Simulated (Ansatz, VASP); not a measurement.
## Two plane-wave programs on Tl

```
CELL_PARAMETERS angstrom
5.55640 0.00000 0.00000
-2.77820 4.81198 0.00000
0.00000 0.00000 3.41484
ATOMIC_POSITIONS crystal
Tl 0.00000 0.00000 0.00000
Tl 0.33333 0.66667 0.50000
Tl 0.66667 0.33333 0.50000
```

Alike in both runs: task single point; functional PBE; k mesh 7 × 7 × 10; occupations fermi-dirac, width 0.1 eV; no spin polarisation.

|  | VASP | Ansatz |
| --- | --- | --- |
| version | VASP 6.6.1 | Ansatz 0.2.0 |
| potentials or method | VASP PAW PBE potentials, release 64 (Tl_d), cutoff 520 eV | plane waves (420 eV) with PAW, scalar-relativistic |
| valence electrons in the cell | 39 | 39 |

```csv
,VASP,Ansatz,Ansatz less VASP
pressure (GPa),1.1,1.1,+0.05
```

With one functional, cell and mesh, what is left measures potentials, basis and numerics.

Neither program's run includes spin-orbit coupling.
